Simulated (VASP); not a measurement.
Set up this calculation in VASP 6.6.1, as the native input.

- Task: single point
- Functional: PBE
- Dispersion: D3(BJ)
- Potentials or basis: VASP PAW PBE potentials, release 64 (Ni)
- Cutoff: 520 eV
- k mesh: 20 × 20 × 20
- Occupations: gaussian, width 0.1 eV
- Spin: collinear spin, ferromagnetic start
- Starting moments: [0.81] μB
- Dipole correction: no
- Further INCAR settings: ALGO = Fast; EDIFF = 1e-07; NBANDS = 15

The structure of Ni lies in POSCAR:

```
Ni
1.0
    0.0000000000      1.7390930534      1.7390930534
    1.7390930534      0.0000000000      1.7390930534
    1.7390930534      1.7390930534      0.0000000000
Ni
1
Direct
    0.0000000000      0.0000000000      0.0000000000
```

One way to write it, as run:

INCAR

```
  ALGO = Fast
  EDIFF = 1E-7
  ENCUT = 520
  GGA = PE
  ISIF = 2
  ISMEAR = 0
  ISPIN = 2
  IVDW = 12
  LASPH = True
  LCHARG = False
  LMAXMIX = 4
  LORBIT = 11
  LREAL = False
  LWAVE = False
  MAGMOM = 0.81
  NBANDS = 15
  NELM = 150
  PREC = Accurate
  SIGMA = 0.1
```

KPOINTS

```
k-points
0
Gamma
  20 20 20
```

Potentials or basis: VASP PAW PBE potentials, release 64 (Ni).

Launch:

```sh
$ cat potpaw_PBE.64/Ni/POTCAR > POTCAR
$ mpirun -np 1 vasp_std > vasp.out
```

It gave:

```
Pressure                                              : -0.2 GPa
Net moment                                            : 0.62 μB per cell
Site moments                                          : Ni +0.63 μB
Valence electrons inside the program's atomic spheres : Ni 9.37
Dispersion energy per atom                            : -0.479 eV
```

Caveat: pairwise dispersion overbinds metals, which lowers pressure and volume.

Wall time 76 s on 1 thread of Intel(R) Xeon(R) Platinum 8488C (Sapphire Rapids) (shared host), peak memory 0.18 GiB.
